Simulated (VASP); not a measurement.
# InP2N3 (P-3m1) in VASP: notebook

The runs below take InP2N3 through single point, with PBE.

Everything below comes from runs of VASP 6.6.1. Logs are shortened: lines on timing, memory, paths and dates and some standing lists are left out, and cuts for length are marked.

### Step 1. The cell of the first run

Symmetry: P-3m1, No. 164, trigonal system. The conventional cell has a = 3.193 Å, b = 3.193 Å, c = 7.691 Å, α = 90.00°, β = 90.00°, γ = 120.00°. In (site symmetry -3m) has 6 N at 2.34 Å within 3.1 Å. P (site symmetry 3m) has 6 N at 2.20 Å within 2.9 Å. N (site symmetry 3m) has 3 P at 2.20 Å and 3 In at 2.34 Å within 2.9 Å. N (site symmetry -3m) has 6 P at 2.20 Å within 2.9 Å.

### Step 2. Single point, PBE

Input file INCAR:

```
SYSTEM = InP2N3
PREC     = Accurate       ! precision mode
ENCUT    = 520            ! plane-wave cutoff, eV
EDIFF    = 1E-6           ! SCF threshold, eV
ISMEAR   = 0              ! smearing method
SIGMA    = 0.1            ! smearing width, eV
LREAL    = .FALSE.        ! projectors in reciprocal space
LASPH    = .TRUE.         ! aspherical terms in the spheres
NELM     = 60             ! most SCF steps
ALGO     = Normal         ! electronic algorithm
ISIF     = 2              ! what is computed and relaxed
LWAVE    = .FALSE.        ! write WAVECAR
LCHARG   = .TRUE.         ! write CHGCAR
GGA      = PE             ! functional
LELF     = .TRUE.         ! ELF
LVHAR    = .TRUE.       
NBANDS   = 28             ! bands
```

Input file KPOINTS:

```
Automatic mesh
0
G
  6 6 2
  0 0 0
```

Input file POSCAR:

```
InP2N3
1.0
    3.1932186860      0.0000000000      0.0000000000
   -1.5966093430      2.7654085019      0.0000000000
    0.0000000000      0.0000000000      7.6910984034
In P N
1 2 3
Direct
    0.0000000000      0.0000000000      0.5000000000
    0.3333333333      0.6666666667      0.1562652293
    0.6666666667      0.3333333333      0.8437347707
    0.3333333333      0.6666666667      0.6878198894
    0.0000000000      0.0000000000      0.0000000000
    0.6666666667      0.3333333333      0.3121801106
```

Potentials or basis: VASP PAW PBE potentials, release 64 (In_d, P, N).

Command:

```sh
$ cat potpaw_PBE.64/In_d/POTCAR potpaw_PBE.64/P/POTCAR potpaw_PBE.64/N/POTCAR > POTCAR
$ mpirun -np 1 vasp_std > vasp.out
```

OUTCAR:

```text
SYSTEM = InP2N3
   PREC = Accurate
   ENCUT = 520
   EDIFF = 1E-6
   ISMEAR = 0
   LREAL = .FALSE.
   LASPH = .TRUE.
   NELM = 60
   ISIF = 2
   GGA = PE

 ion  position               nearest neighbor table
   1  0.000  0.000  0.500-   6 2.34   4 2.34   6 2.34   4 2.34   6 2.34   4 2.34   2 3.22   3 3.22
                             2 3.22   3 3.22   2 3.22   3 3.22
   2  0.333  0.667  0.156-   6 2.20   6 2.20   6 2.20   5 2.20   5 2.20   5 2.20   1 3.22   1 3.22
                             1 3.22
   3  0.667  0.333  0.844-   4 2.20   4 2.20   4 2.20   5 2.20   5 2.20   5 2.20   1 3.22   1 3.22
                             1 3.22
   4  0.333  0.667  0.688-   3 2.20   3 2.20   3 2.20   1 2.34   1 2.34   1 2.34
   5  0.000  0.000  0.000-   2 2.20   3 2.20   2 2.20   3 2.20   3 2.20   2 2.20
   6  0.667  0.333  0.312-   2 2.20   2 2.20   2 2.20   1 2.34   1 2.34   1 2.34

  LATTYP: Found a hexagonal cell.
 ALAT       =     3.1932186860
 C/A-ratio  =     2.4085724029

  Lattice vectors:

 A1 = (   3.1932186860,   0.0000000000,   0.0000000000)
 A2 = (  -1.5966093430,   2.7654085019,   0.0000000000)
 A3 = (   0.0000000000,   0.0000000000,   7.6910984034)

Analysis of symmetry for initial positions (statically):
=====================================================================
 Subroutine PRICEL returns:
 Original cell was already a primitive cell.

 Routine SETGRP: Setting up the symmetry group for a
 hexagonal supercell.

 Subroutine GETGRP returns: Found 12 space group operations
 (whereof 12 operations were pure point group operations)
 out of a pool of 24 trial point group operations.

The static configuration has the point symmetry D_3d.

Analysis of symmetry for dynamics (positions and initial velocities):
=====================================================================
 Subroutine PRICEL returns:
 Original cell was already a primitive cell.

 Routine SETGRP: Setting up the symmetry group for a
 hexagonal supercell.

 Subroutine GETGRP returns: Found 12 space group operations
 (whereof 12 operations were pure point group operations)
 out of a pool of 24 trial point group operations.

The dynamic configuration has the point symmetry D_3d.

 Subroutine INISYM returns: Found 12 space group operations
 (whereof 12 operations are pure point group operations),
 and found     1 'primitive' translations

[... 93 lines left out ...]
   EDIFFG = 0.1E-04   stopping-criterion for IOM
   NSW    =      0    number of steps for IOM
   IBRION =     -1    ionic relax: 0-MD 1-quasi-New 2-CG
   NFREE  =      0    steps in history (QN), initial steepest desc. (CG)
   ISIF   =      2    stress and relaxation
   ISYM   =      2    0-nonsym 1-usesym 2-fastsym
   POTIM  = 0.5000    time-step for ionic-motion
   TEBEG  =    0.0;   TEEND  =   0.0 temperature during run
   PSTRESS=    0.0 pullay stress
   NELECT =      38.0000    total number of electrons
   NUPDOWN=      -1.0000    fix difference up-down
   EMIN   =  10.00;   EMAX   =-10.00  energy-range for DOS
   EFERMI =   0.00;   METHOD = LEGACY
   ISMEAR =     0;   SIGMA  =   0.10  broadening in eV -4-tet -1-fermi 0-gaus
   EFERMI_NEDOS =   21; number of points for ismear=-14 and -15
   IALGO  =     38    algorithm
   IMIX   =      4    mixing-type and parameters
     AMIX     =   0.40;   BMIX     =  1.00
     AMIX_MAG =   1.60;   BMIX_MAG =  1.00
  volume/ion in A,a.u.               =      11.32        76.39
  Fermi-wavevector in a.u.,A,eV,Ry     =   1.348996  2.549232 24.759741  1.819790
  Thomas-Fermi vector in A             =   2.476619
   LORBIT       =      0    0 simple, 1 ext, 2 COOP (PROOUT), +10 PAW based schemes
   GGA     = PE    functional components
   LHFCALC =     F    Hartree Fock is set to
   AEXX    =    0.0000 exact exchange contribution
   IVDW    =     0    specifies the selected vdW correction
   LEPSILON=     F    determine dielectric tensor
   LRPA    =     F    only Hartree local field effects (RPA)
 non-spin polarized calculation
 Gauss-broadening in eV      SIGMA  =   0.10
  energy-cutoff  :      520.00
  volume of cell :       67.92
 maximum number of plane-waves:      1848
 NGX is ok and might be reduce to    24
   NGX = 11   NGY = 11   NGZ = 29

 number of electron      37.9999998 magnetization

 Free energy of the ion-electron system (eV)
  ---------------------------------------------------
  ext. energy  EPLUGINS =         0.00000000
  ---------------------------------------------------
  free energy    TOTEN  =       -32.73190932 eV

  energy without entropy =      -32.72704202  energy(sigma->0) =      -32.72947567

 E-fermi :   9.7150     XC(G=0): -11.9124

 val. band max:        9.6846465355   @ k =   0.3333   0.0000   0.0000
 cond. band min:       9.8625560788   @ k =   0.5000   0.0000   0.0000
 fundamental gap:      0.1779095433
 Fermi energy:         9.7150109138

 k-point     1 :       0.0000    0.0000    0.0000
  band No.  band energies     occupation
      1      -8.8500      2.00000
      2      -7.0492      2.00000
      3      -6.3145      2.00000
      4      -5.4395      2.00000
      5      -5.4395      2.00000
      6      -5.4392      2.00000
[... 423 lines left out ...]
     27      15.6767      0.00000
     28      16.2298      0.00000

------------------------ aborting loop because EDIFF is reached ----------------------------------------

  FORCE on cell =-STRESS in cart. coord.  units (eV):
  Direction    XX          YY          ZZ          XY          YZ          ZX
  --------------------------------------------------------------------------------------
  -------------------------------------------------------------------------------------
  Total       -0.1716250     -0.1716250     -0.1593813      0.0000000      0.0000000      0.0000000
  in kB       -4.0486927     -4.0486927     -3.7598601      0.0000000      0.0000000      0.0000000
  external PRESSURE =      -3.9524152 kB  Pullay stress =       0.0000000 kB

 VOLUME and BASIS-vectors are now :
 -----------------------------------------------------------------------------
  energy-cutoff  :      520.00
  volume of cell :       67.92
      direct lattice vectors                 reciprocal lattice vectors
     3.193218686  0.000000000  0.000000000     0.313163644  0.180805114  0.000000000
    -1.596609343  2.765408502  0.000000000     0.000000000  0.361610228  0.000000000
     0.000000000  0.000000000  7.691098403     0.000000000  0.000000000  0.130020440

 POSITION                                       TOTAL-FORCE (eV/Angst)
 -----------------------------------------------------------------------------------
      0.00000      0.00000      3.84555         0.000000      0.000000      0.000000
     -0.00000      1.84361      1.20185         0.000000      0.000000     -0.000688
      1.59661      0.92180      6.48925         0.000000      0.000000      0.000688
     -0.00000      1.84361      5.29009        -0.000000      0.000000      0.024717
      0.00000      0.00000      0.00000         0.000000      0.000000      0.000000
      1.59661      0.92180      2.40101         0.000000     -0.000000     -0.024717
 -----------------------------------------------------------------------------------
    total drift:                               -0.000000     -0.000000     -0.000000

  FREE ENERGIE OF THE ION-ELECTRON SYSTEM (eV)
  ---------------------------------------------------
  free  energy   TOTEN  =       -32.7319093152 eV

  energy  without entropy=      -32.7270420228  energy(sigma->0) =      -32.72947567
```

Run time: 35 s. Hardware: 1 thread of AMD EPYC 7R43 (Zen 3), shared host; peak memory 0.15 GiB.

What came out:

```yaml
Free_energy: -32.7319 eV
Pressure: -0.4 GPa
Largest_force: 0.025 eV/Å
Band_gap_on_the_k_mesh: zero (band 19 reaches 9.68 eV, above the bottom of band 20 at 9.38 eV)
```

Forces in eV/Å, atoms in the order of the input:
```
In   0.000  0.000  0.000
P    0.000  0.000 -0.001
P    0.000  0.000  0.001
N    0.000  0.000  0.025
N    0.000  0.000  0.000
N    0.000  0.000 -0.025
```

Levels at points of the mesh, in eV from the Fermi level:
| k point | band 15 | band 16 | band 17 | band 18 | band 19 | band 20 | band 21 | band 22 | band 23 | band 24 |
| --- | --- | --- | --- | --- | --- | --- | --- | --- | --- | --- |
| (0.00, 0.00, 0.00) | -2.74 | -2.58 | -2.58 | -2.48 | -0.46 | -0.34 | 1.63 | 1.63 | 2.78 | 3.69 |
| (0.50, 0.00, 0.00) | -4.24 | -4.15 | -3.67 | -3.22 | -0.63 | 0.15 | 2.81 | 2.99 | 3.07 | 4.30 |
| (0.00, 0.00, 0.50) | -2.83 | -2.45 | -2.45 | -1.53 | -0.88 | -0.18 | 1.42 | 1.42 | 2.61 | 4.04 |
| (0.50, 0.00, 0.50) | -4.41 | -3.62 | -2.57 | -2.48 | -1.87 | 0.48 | 2.44 | 2.71 | 3.74 | 4.65 |

Caveat: the k points lie up to 0.41 Å⁻¹ apart; spin-orbit coupling is left out, which moves the levels of the heavy elements.

[end of part 1 of 2]
